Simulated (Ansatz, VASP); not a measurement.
# AlNi3: VASP beside Ansatz

The input INCAR:

```
ALGO = Fast
EDIFF = 1E-7
ENCUT = 520
GGA = PE
ISIF = 2
ISMEAR = 0
LASPH = True
LCHARG = False
LREAL = False
LWAVE = False
NBANDS = 24
NELM = 80
PREC = Accurate
SIGMA = 0.15
```

Contents of KPOINTS:

```
k-points
0
Gamma
  14 14 14
```

The input POSCAR:

```
AlNi3
1.0
    0.0000000000      2.9095995796      2.9095995796
    2.9095995796      0.0000000000      2.9095995796
    2.9095995796      2.9095995796      0.0000000000
Al Ni
1 3
Direct
    0.5000000000      0.5000000000      0.5000000000
    0.2500000000      0.2500000000      0.2500000000
    0.0000000000      0.0000000000      0.0000000000
    0.7500000000      0.7500000000      0.7500000000
```

Input for Ansatz:

```yaml
crystal:
  lattice:
    - [0.0, 2.9095995796, 2.9095995796]
    - [2.9095995796, 0.0, 2.9095995796]
    - [2.9095995796, 2.9095995796, 0.0]
  atoms:
    - { symbol: Al, position: [0.5, 0.5, 0.5] }
    - { symbol: Ni, position: [0.25, 0.25, 0.25] }
    - { symbol: Ni, position: [0.0, 0.0, 0.0] }
    - { symbol: Ni, position: [0.75, 0.75, 0.75] }
basis:
  ecutwfc: 520.0
kpoints:
  mp_grid: { grid: [14, 14, 14] }
hamiltonian:
  xc: pbe
  pseudopotentials: { kind: paw, azcp: { folder: soft_1 } }
scf:
  occupations: { method: gaussian, width: 0.15 }
output:
  forces: true
  stress: true
  eigenvalues: true
```

Alike in both runs: task single point; functional PBE; k mesh 14 × 14 × 14; occupations gaussian, width 0.15 eV; no spin polarisation.

```csv
,VASP,Ansatz
version,VASP 6.6.1,Ansatz 0.2.0
potentials or method,"VASP PAW PBE potentials, release 64 (Al, Ni), cutoff 520 eV","scalar-relativistic, plane waves, PAW"
valence electrons in the cell,33,57
```

VASP gave:

| Property | Result |
| --- | --- |
| gap on the k mesh at the Fermi level (eV) | none |
| pressure (GPa) | -11.3 |

**Question.** Which values does Ansatz return?

**Answer.** gap on the k mesh at the Fermi level (eV): none; pressure (GPa): -11.5.

A gap of «none» marks a metal or a gap that the smearing closes. With one functional, cell and mesh, what is left measures potentials, basis and numerics. VASP's potentials hold 33 valence electrons a cell and Ansatz's 57, so a difference there can come from the potentials and not from the codes.
